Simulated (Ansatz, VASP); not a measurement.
**MgO in VASP and in Ansatz**

```
Mg O
1.0
     2.97994    0.00000    0.00000
    -1.48997    2.58070    0.00000
     0.00000    0.00000    7.29932
Mg O
3 3
Cartesian
  0.0000 0.0000 0.0000
  0.0000 1.7205 2.4331
  1.4900 0.8602 4.8662
  1.4900 0.8602 1.2166
  0.0000 0.0000 3.6497
  0.0000 1.7205 6.0828
```

Alike in both runs: functional PBEsol; k mesh 12 × 12 × 4; occupations gaussian, width 0.02 eV; no spin polarisation.

Ansatz relaxed the structure, and its values are those at the end. VASP's run is a single point on that final structure, the one shown.

```csv
,VASP,Ansatz
version,VASP 6.6.1,Ansatz 0.2.0
potentials or method,"VASP PAW PBE potentials, release 64 (Mg, O), cutoff 520 eV","scalar-relativistic, plane waves, PAW"
valence electrons in the cell,24,48
```

VASP gave:

| Quantity | Value |
| --- | --- |
| gap on the k mesh at the Fermi level (eV) | 4.62 |
| least direct gap on the mesh (eV) | 4.62 |
| pressure (GPa) | -0.5 |

Estimate Ansatz's values.

gap on the k mesh at the Fermi level (eV): 4.62; least direct gap on the mesh (eV): 4.62; pressure (GPa): 0.0.

VASP's potentials were made for PBE, not for PBEsol. VASP's potentials hold 24 valence electrons a cell and Ansatz's 48, so a difference there can come from the potentials and not from the codes.
